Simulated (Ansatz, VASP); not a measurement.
## Two plane-wave programs on TiC

```xyz
2
Lattice="0.0000 2.0883 2.1640 2.2397 0.0000 2.1640 2.2397 2.0883 0.0000" Properties=species:S:1:pos:R:3 pbc="T T T"
Ti    0.0000    0.0000    0.0000
C     2.2397    2.0883    2.1640
```

Change from the starting cell: strain +0.0350 x Voigt [1, -1, 0, 0, 0, 0], atoms carried along.

Alike in both runs: task single point; functional PBE; k mesh 18 × 18 × 18; occupations gaussian, width 0.15 eV; no spin polarisation.

|  | VASP | Ansatz |
| --- | --- | --- |
| version | VASP 6.6.1 | Ansatz 0.2.0 |
| potentials or method | VASP PAW PBE potentials, release 64 (Ti_sv, C), cutoff 520 eV | scalar-relativistic, plane waves, PAW |
| valence electrons in the cell | 16 | 16 |

VASP gave:

```
gap on the k mesh at the Fermi level (eV)                     : none
pressure (GPa)                                                : 3.1
traceless stress, the component that is largest in VASP (GPa) : 15.14
```

**Question.** Which values does Ansatz return?

**Answer.** gap on the k mesh at the Fermi level (eV): none; pressure (GPa): 3.0; traceless stress, the component that is largest in VASP (GPa): 15.06.

A gap of «none» marks a metal or a gap that the smearing closes.
